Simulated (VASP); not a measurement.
Here is a VASP 6.6.1 calculation.

INCAR

```
SYSTEM = C
PREC = Accurate
ENCUT = 520
EDIFF = 1E-6
ISMEAR = 0
SIGMA = 0.03
LREAL = .FALSE.
LASPH = .TRUE.
NELM = 60
ALGO = Normal
ISIF = 2
LWAVE = .FALSE.
LCHARG = .FALSE.
GGA = PE
IVDW = 12
NBANDS = 11
```

File KPOINTS:

```
regular mesh
0
G
  16 16 16
  0 0 0
```

File POSCAR:

```
C
1.0
    0.0000000000      2.1895892675      3.4862287771
    1.2648346047      0.0000000000      3.4862287771
    1.2648346047      2.1895892675      0.0000000000
C
2
Direct
    0.1842684003      0.8157315997      0.1842684003
    0.8157315997      0.1842684003      0.8157315997
```

Potentials or basis: VASP PAW PBE potentials, release 64 (C).

Command:

```console
$ cat potpaw_PBE.64/C/POTCAR > POTCAR
$ mpirun -np 1 vasp_std > vasp.out
```

**Question.** Predict the dispersion energy per atom.

**Answer.** -0.147 eV.

**Question.** Estimate the largest force.

**Answer.** 5.583 eV/Å.

**Question.** Estimate the pressure.

**Answer.** -11.7 GPa.

Forces on the atoms (eV/Å):
```
C    0.000 -5.583  0.000
C    0.000  5.583  0.000
```

Caveat: the cell differs from its parent crystal (atoms shifted along a free coordinate); the stress differs along the axes, from -23 to -1 GPa; forces of over 1 eV/Å act on the atoms, so gaps and moduli don't describe the material at rest.
